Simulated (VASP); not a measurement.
# BaTiO3 (Amm2) in VASP: single point with r2SCAN

Aim: the single point of BaTiO3 with r2SCAN.

Everything below comes from runs of VASP 6.6.1. Logs are shortened: lines on timing, memory, paths and dates and some standing lists are left out, and cuts for length are marked.

## 1. The cell of the first run

The structure is orthorhombic, space group Amm2 (No. 38). Conventional cell: a = 4.010 Å, b = 5.713 Å, c = 5.733 Å, α = 90.00°, β = 90.00°, γ = 90.00°. Within 3.7 Å of Ba (site symmetry mm2) lie 12 O at 2.80 to 2.93 Å and 8 Ti at 3.42 to 3.58 Å. Ti (site symmetry mm2) has 6 O at 1.92 to 2.12 Å within 2.6 Å. Within 3.0 Å of O (site symmetry mm2) lie 2 Ti at 2.01 Å and 4 Ba at 2.80 to 2.93 Å and 8 O at 2.84 to 2.86 Å. O (site symmetry m) has 2 Ti at 1.92 to 2.12 Å within 2.6 Å.

## 2. Single point, r2SCAN

Contents of POSCAR:

```
BaTiO3
1.0
   -4.0098738900     -2.8565367800      2.8666551000
    0.0000000000      0.0000000000      5.7333101900
   -4.0098738900      2.8565367800      2.8666551000
Ba Ti O
2 2 6
Direct
    0.0000000000      0.0000000000      0.0000000000
    0.5000000000      0.5000000000      0.5000000000
    0.2500000000      0.2670000000      0.2500000000
    0.7500000000      0.7670000000      0.7500000000
    0.0000000000      0.4890000000      0.0000000000
    0.5000000000      0.9890000000      0.5000000000
    0.4939000000      0.4984300000      0.0061000000
    0.9939000000      0.9984300000      0.5061000000
    0.0061000000      0.4984300000      0.4939000000
    0.5061000000      0.9984300000      0.9939000000
```

Contents of INCAR.step1:

```
PREC = Accurate
ENCUT = 520
ISMEAR = -1
SIGMA = 0.051
LREAL = F
LASPH = T
NELM = 80
NBANDS = 51
GGA = PE
ALGO = Normal
EDIFF = 1E-4
LWAVE = T
LCHARG = F
```

Contents of INCAR.step2:

```
PREC = Accurate
ENCUT = 520
EDIFF = 1E-6
ISMEAR = -1
SIGMA = 0.051
LREAL = F
LASPH = T
NELM = 80
ALGO = Normal
ISIF = 2
LWAVE = F
LCHARG = F
METAGGA = R2SCAN
LMIXTAU = T
NBANDS = 51
ISTART = 1
```

Contents of KPOINTS:

```
Automatic mesh
0
Gamma
  6 6 6
```

Potentials or basis: VASP PAW PBE potentials, release 64 (Ba_sv, Ti_sv, O).

The run is started by

```sh
$ cat potpaw_PBE.64/Ba_sv/POTCAR potpaw_PBE.64/Ti_sv/POTCAR potpaw_PBE.64/O/POTCAR > POTCAR
$ cp INCAR.step1 INCAR
$ mpirun -np 1 vasp_std > vasp.out
$ cp INCAR.step2 INCAR
$ mpirun -np 1 vasp_std > vasp.out
```

OUTCAR:

```text
PREC = Accurate
   ENCUT = 520
   EDIFF = 1E-6
   ISMEAR = -1
   LREAL = F
   LASPH = T
   NELM = 80
   ISIF = 2
   METAGGA = R2SCAN
   ISTART = 1

 ion  position               nearest neighbor table
   1  0.000  0.000  0.000-   5 2.80   7 2.84   9 2.84   8 2.84  10 2.84   6 2.86   6 2.86   9 2.86
                             7 2.86   8 2.86  10 2.86   5 2.93   3 3.42   4 3.42   3 3.49   3 3.49
   2  0.500  0.500  0.500-   6 2.80   8 2.84  10 2.84   7 2.84   9 2.84   5 2.86   5 2.86  10 2.86
                             8 2.86   7 2.86   9 2.86   6 2.93   4 3.42   3 3.42   4 3.49   4 3.49
   3  0.250  0.267  0.250-   7 1.92   9 1.92   6 2.01   5 2.01   8 2.12  10 2.12   1 3.42   2 3.42
                             1 3.49   1 3.49   2 3.49   2 3.49   2 3.58   1 3.58
   4  0.750  0.767  0.750-   8 1.92  10 1.92   5 2.01   6 2.01   9 2.12   7 2.12   2 3.42   1 3.42
                             2 3.49   2 3.49   1 3.49   1 3.49   1 3.58   2 3.58
   5  0.000  0.489  0.000-   4 2.01   3 2.01   1 2.80   2 2.86   2 2.86   1 2.93
   6  0.500  0.989  0.500-   3 2.01   4 2.01   2 2.80   1 2.86   1 2.86   2 2.93
   7  0.494  0.498  0.006-   3 1.92   4 2.12   1 2.84   2 2.84   1 2.86   2 2.86
   8  0.994  0.998  0.506-   4 1.92   3 2.12   2 2.84   1 2.84   2 2.86   1 2.86
   9  0.006  0.498  0.494-   3 1.92   4 2.12   1 2.84   2 2.84   1 2.86   2 2.86
  10  0.506  0.998  0.994-   4 1.92   3 2.12   2 2.84   1 2.84   2 2.86   1 2.86

  LATTYP: Found a body centered orthorhombic cell.
 ALAT       =     5.7130735600
 B/A-ratio  =     1.0035421616
 C/A-ratio  =     1.4037536355

  Lattice vectors:

 A1 = (   4.0098738900,  -2.8565367800,   2.8666550900)
 A2 = (   4.0098738900,   2.8565367800,  -2.8666551000)
 A3 = (  -4.0098738900,   2.8565367800,   2.8666551000)

Analysis of symmetry for initial positions (statically):
=====================================================================
 Subroutine PRICEL returns following result:

  LATTYP: Found a base centered orthorhombic cell.
 ALAT       =     5.7130735600
 B/A-ratio  =     1.0035421616
 C/A-ratio  =     0.7018768178

  Lattice vectors:

 A1 = (   0.0000000000,  -2.8565367800,  -2.8666550950)
 A2 = (   0.0000000000,  -2.8565367800,   2.8666550950)
 A3 = (  -4.0098738900,   0.0000000000,   0.0000000050)

   2 primitive cells build up your supercell.

 Routine SETGRP: Setting up the symmetry group for a
 body centered orthorhombic supercell.

 Subroutine GETGRP returns: Found  4 space group operations
 (whereof  4 operations were pure point group operations)
 out of a pool of  8 trial point group operations.

The static configuration has the point symmetry C_2v.

Analysis of symmetry for dynamics (positions and initial velocities):
=====================================================================
 Subroutine PRICEL returns following result:

  LATTYP: Found a base centered orthorhombic cell.
 ALAT       =     5.7130735600
 B/A-ratio  =     1.0035421616
 C/A-ratio  =     0.7018768178

  Lattice vectors:

 A1 = (   0.0000000000,  -2.8565367800,  -2.8666550950)
 A2 = (   0.0000000000,  -2.8565367800,   2.8666550950)
 A3 = (  -4.0098738900,   0.0000000000,   0.0000000050)

   2 primitive cells build up your supercell.

 Routine SETGRP: Setting up the symmetry group for a
 body centered orthorhombic supercell.

 Subroutine GETGRP returns: Found  4 space group operations
 (whereof  4 operations were pure point group operations)
 out of a pool of  8 trial point group operations.

The dynamic configuration has the point symmetry C_2v.

 Subroutine INISYM returns: Found  4 space group operations
 (whereof  4 operations are pure point group operations),
 and found     2 'primitive' translations

----------------------------------------------------------------------------------------

                                     Primitive cell

  volume of cell :      65.6714

  direct lattice vectors                    reciprocal lattice vectors
     0.000000000 -2.856536780 -2.866655095    -0.000000000 -0.175037130 -0.174419309
     0.000000000 -2.856536780  2.866655095     0.000000000 -0.175037130  0.174419309
    -4.009873890  0.000000000  0.000000005    -0.249384401  0.000000000  0.000000000

  length of vectors
     4.046914109  4.046914109  4.009873890     0.247103404  0.247103404  0.249384401

  position of ions in fractional coordinates (direct lattice)
     0.000000000  0.000000000  0.000000000
     0.483000000  0.517000000  0.500000000
     0.511000000  0.489000000  0.000000000
     0.495470000  0.992330000  0.500000000
     0.007670000  0.504530000  0.500000000

  ion indices of the primitive-cell ions
   primitive index   ion index
                 1           1
                 2           4
                 3           5
                 4           8
                 5          10

----------------------------------------------------------------------------------------

 KPOINTS: Automatic mesh

Automatic generation of k-mesh.
 Grid dimensions read from file:
 generate k-points for:    6    6    6

 Generating k-lattice:

  Cartesian coordinates                     Fractional coordinates (reciprocal lattice)
    -0.020782033 -0.029172855  0.000000000     0.166666667  0.000000000  0.000000000
     0.020782033  0.000000000  0.029069885     0.000000000  0.166666667  0.000000000
    -0.020782033  0.029172855  0.000000000     0.000000000  0.000000000  0.166666667

  Length of vectors
     0.035818269  0.035734453  0.035818269

  Shift w.r.t. Gamma in fractional coordinates (k-lattice)
     0.000000000  0.000000000  0.000000000

 Subroutine IBZKPT returns following result:
 ===========================================

 Found     46 irreducible k-points:

 Following reciprocal coordinates:
            Coordinates               Weight
  0.000000  0.000000  0.000000      1.000000
  0.166667  0.000000  0.000000      4.000000
  0.333333  0.000000  0.000000      4.000000
  0.500000  0.000000  0.000000      2.000000
  0.000000  0.166667  0.000000      4.000000
  0.166667  0.166667  0.000000      4.000000
[... 16 lines left out ...]
  0.500000  0.000000  0.166667      4.000000
 -0.333333  0.000000  0.166667      4.000000
 [... further k-points ...]
   k-points           NKPTS =     46   k-points in BZ     NKDIM =     46   number of bands    NBANDS=     51
   number of dos      NEDOS =    301   number of ions     NIONS =     10
   total plane-waves  NPLWV =  84672
   dimension x,y,z NGX =    42 NGY =   48 NGZ =   42
   dimension x,y,z NGXF=    84 NGYF=   96 NGZF=   84
   ions per type =               2   2   6
   NGX,Y,Z   is equivalent  to a cutoff of  12.26, 13.92, 12.26 a.u.
   NGXF,Y,Z  is equivalent  to a cutoff of  24.51, 27.84, 24.51 a.u.
 SYSTEM =  unknown system
   PREC   = accura    normal or accurate (medium, high low for compatibility)
   ISTART =      1    job   : 0-new  1-cont  2-samecut
   ICHARG =      0    charge: 1-file 2-atom 10-const
   ISPIN  =      1    spin polarized calculation?
   LNONCOLLINEAR =      F non collinear calculations
   LSORBIT =      F    spin-orbit coupling
   LASPH  =      T    aspherical Exc in radial PAW
   ENCUT  =  520.0 eV  38.22 Ry    6.18 a.u.  10.59 10.66 10.59*2*pi/ulx,y,z
   NELM   =     80;   NELMIN=  2; NELMDL=  0     # of ELM steps
   EDIFF  = 0.1E-05   stopping-criterion for ELM
   LREAL  =      F    real-space projection
   EDIFFG = 0.1E-04   stopping-criterion for IOM
   NSW    =      0    number of steps for IOM
   IBRION =     -1    ionic relax: 0-MD 1-quasi-New 2-CG
   NFREE  =      0    steps in history (QN), initial steepest desc. (CG)
   ISIF   =      2    stress and relaxation
   ISYM   =      2    0-nonsym 1-usesym 2-fastsym
   POTIM  = 0.5000    time-step for ionic-motion
   TEBEG  =    0.0;   TEEND  =   0.0 temperature during run
   PSTRESS=    0.0 pullay stress
   NELECT =      80.0000    total number of electrons
   NUPDOWN=      -1.0000    fix difference up-down
   EMIN   =  10.00;   EMAX   =-10.00  energy-range for DOS
   EFERMI =   0.00;   METHOD = LEGACY
   ISMEAR =    -1;   SIGMA  =   0.05  broadening in eV -4-tet -1-fermi 0-gaus
   EFERMI_NEDOS =   21; number of points for ismear=-14 and -15
   IALGO  =     38    algorithm
   IMIX   =      4    mixing-type and parameters
     AMIX     =   0.40;   BMIX     =  1.00
     AMIX_MAG =   1.60;   BMIX_MAG =  1.00
  volume/ion in A,a.u.               =      13.13        88.63
  Fermi-wavevector in a.u.,A,eV,Ry     =   1.387723  2.622417 26.201767  1.925776
  Thomas-Fermi vector in A             =   2.511917
   LORBIT       =      0    0 simple, 1 ext, 2 COOP (PROOUT), +10 PAW based schemes
   METAGGA = R2SCAN    functional components
   LHFCALC =     F    Hartree Fock is set to
   AEXX    =    0.0000 exact exchange contribution
   IVDW    =     0    specifies the selected vdW correction
   LEPSILON=     F    determine dielectric tensor
   LRPA    =     F    only Hartree local field effects (RPA)
 non-spin polarized calculation
  energy-cutoff  :      520.00
  volume of cell :      131.34
 maximum number of plane-waves:      3567
   NGX = 21   NGY = 21   NGZ = 21

 number of electron      79.9999989 magnetization

 Free energy of the ion-electron system (eV)
  ---------------------------------------------------
  ext. energy  EPLUGINS =         0.00000000
  ---------------------------------------------------
  free energy    TOTEN  =      -148.47354476 eV

  energy without entropy =     -148.47354476  energy(sigma->0) =     -148.47354476

 E-fermi :   4.4135     XC(G=0): -11.7771

 val. band max:        3.3475522861   @ k =   0.0000   0.0000   0.0000
 cond. band min:       5.5941746695   @ k =   0.0000   0.0000   0.0000
 fundamental gap:      2.2466223834
 Fermi energy:         4.4134846472

 k-point     1 :       0.0000    0.0000    0.0000
  band No.  band energies     occupation
      1     -55.5194      2.00000
      2     -55.5165      2.00000
      3     -30.7318      2.00000
      4     -30.7317      2.00000
      5     -30.7142      2.00000
      6     -30.6870      2.00000
[... 43 lines left out ...]
     50       8.9569      0.00000
     51      10.4787      0.00000

 k-point     2 :       0.1667    0.0000    0.0000
  band No.  band energies     occupation
      1     -55.5192      2.00000
      2     -55.5167      2.00000
      3     -30.7292      2.00000
      4     -30.7286      2.00000
      5     -30.7109      2.00000
      6     -30.6904      2.00000
[... 43 lines left out ...]
     50       9.3450      0.00000
     51      10.5343      0.00000

 k-point     3 :       0.3333    0.0000    0.0000
  band No.  band energies     occupation
      1     -55.5187      2.00000
      2     -55.5172      2.00000
      3     -30.7214      2.00000
      4     -30.7204      2.00000
      5     -30.7019      2.00000
      6     -30.6990      2.00000
[... 43 lines left out ...]
     50      10.2153      0.00000
     51      10.2768      0.00000
[... 1027 lines left out ...]
 k-point    23 :       0.5000    0.0000    0.1667
  band No.  band energies     occupation
      1     -55.5182      2.00000
      2     -55.5178      2.00000
      3     -30.7225      2.00000
      4     -30.7216      2.00000
      5     -30.7044      2.00000
      6     -30.6978      2.00000
[... 43 lines left out ...]
     50      10.3350      0.00000
     51      10.9988      0.00000

 k-point    24 :      -0.3333    0.0000    0.1667
  band No.  band energies     occupation
      1     -55.5184      2.00000
      2     -55.5175      2.00000
      3     -30.7129      2.00000
      4     -30.7113      2.00000
      5     -30.7103      2.00000
      6     -30.7093      2.00000
[... 43 lines left out ...]
     50      10.2753      0.00000
     51      10.5680      0.00000

 [... further k-points ...]

------------------------ aborting loop because EDIFF is reached ----------------------------------------

  FORCE on cell =-STRESS in cart. coord.  units (eV):
  Direction    XX          YY          ZZ          XY          YZ          ZX
  --------------------------------------------------------------------------------------
  -------------------------------------------------------------------------------------
  Total       -1.7499559     -1.5974118     -2.0268105      0.0000000      0.0000000      0.0000000
  in kB      -21.3467474    -19.4859467    -24.7239448      0.0000000      0.0000000      0.0000000
  external PRESSURE =     -21.8522130 kB  Pullay stress =       0.0000000 kB

 VOLUME and BASIS-vectors are now :
 -----------------------------------------------------------------------------
  energy-cutoff  :      520.00
  volume of cell :      131.34
      direct lattice vectors                 reciprocal lattice vectors
    -4.009873890 -2.856536780  2.866655100    -0.124692201 -0.175037130  0.000000000
     0.000000000  0.000000000  5.733310190     0.124692201  0.000000000  0.174419309
    -4.009873890  2.856536780  2.866655100    -0.124692201  0.175037130  0.000000000

 POSITION                                       TOTAL-FORCE (eV/Angst)
 -----------------------------------------------------------------------------------
      0.00000      0.00000      0.00000        -0.000000      0.000000      0.264244
     -4.00987      0.00000      5.73331        -0.000000      0.000000      0.264244
     -2.00494      0.00000      2.96412        -0.000000      0.000000      0.132010
     -6.01481      0.00000      8.69743        -0.000000      0.000000      0.132010
      0.00000      0.00000      2.80359         0.000000      0.000000      0.270467
     -4.00987      0.00000      8.53690         0.000000      0.000000      0.270467
     -2.00494     -1.39342      4.29098        -0.000000      0.136985     -0.333360
     -6.01481     -1.39342     10.02429        -0.000000      0.136985     -0.333360
     -2.00494      1.39342      4.29098        -0.000000     -0.136985     -0.333360
     -6.01481      1.39342     10.02429        -0.000000     -0.136985     -0.333360
 -----------------------------------------------------------------------------------
    total drift:                               -0.000027     -0.000000     -0.002826

  FREE ENERGIE OF THE ION-ELECTRON SYSTEM (eV)
  ---------------------------------------------------
  free  energy   TOTEN  =      -148.4735447638 eV

  energy  without entropy=     -148.4735447637  energy(sigma->0) =     -148.47354476
```

Run time: 20 min. Hardware: 1 thread of AMD EPYC 9R45 (Zen 5), shared host; peak memory 0.45 GiB.

What came out:

```yaml
Free_energy: -148.4735 eV
Pressure: -2.2 GPa
Largest_force: 0.360 eV/Å
Band_gap_on_the_k_mesh: 2.25 eV
```

Forces on the atoms (eV/Å):
```
Ba   0.000  0.000  0.264
Ba   0.000  0.000  0.264
Ti   0.000  0.000  0.132
Ti   0.000  0.000  0.132
O    0.000  0.000  0.270
O    0.000  0.000  0.270
O    0.000  0.137 -0.333
O    0.000  0.137 -0.333
O    0.000 -0.137 -0.333
O    0.000 -0.137 -0.333
```

Stress tensor (GPa, compression positive):
```
-2.13  0.00  0.00
 0.00 -1.95  0.00
 0.00  0.00 -2.47
```

Levels at points of the mesh, in eV from the valence-band top:
| k point | band 37 | band 38 | band 39 | band 40 | band 41 | band 42 | band 43 | band 44 |
| --- | --- | --- | --- | --- | --- | --- | --- | --- |
| (0.00, 0.00, 0.00) | -0.28 | -0.07 | -0.01 | 0.00 | 2.25 | 2.34 | 2.46 | 4.23 |
| (0.50, 0.00, 0.00) | -0.75 | -0.75 | -0.59 | -0.59 | 3.46 | 3.46 | 3.56 | 3.56 |
| (0.00, 0.50, 0.00) | -0.73 | -0.73 | -0.59 | -0.59 | 3.47 | 3.47 | 3.56 | 3.56 |
| (0.50, 0.50, 0.00) | -0.93 | -0.87 | -0.79 | -0.08 | 2.48 | 3.83 | 3.85 | 3.86 |
| (0.50, 0.00, 0.50) | -0.92 | -0.89 | -0.86 | -0.16 | 2.47 | 3.78 | 3.83 | 3.89 |

Caveat: the PAW data sets were made with another functional, which shifts forces and pressure a little; spin-orbit coupling is left out, which moves the levels of the heavy elements. A k mesh can miss the band edges.
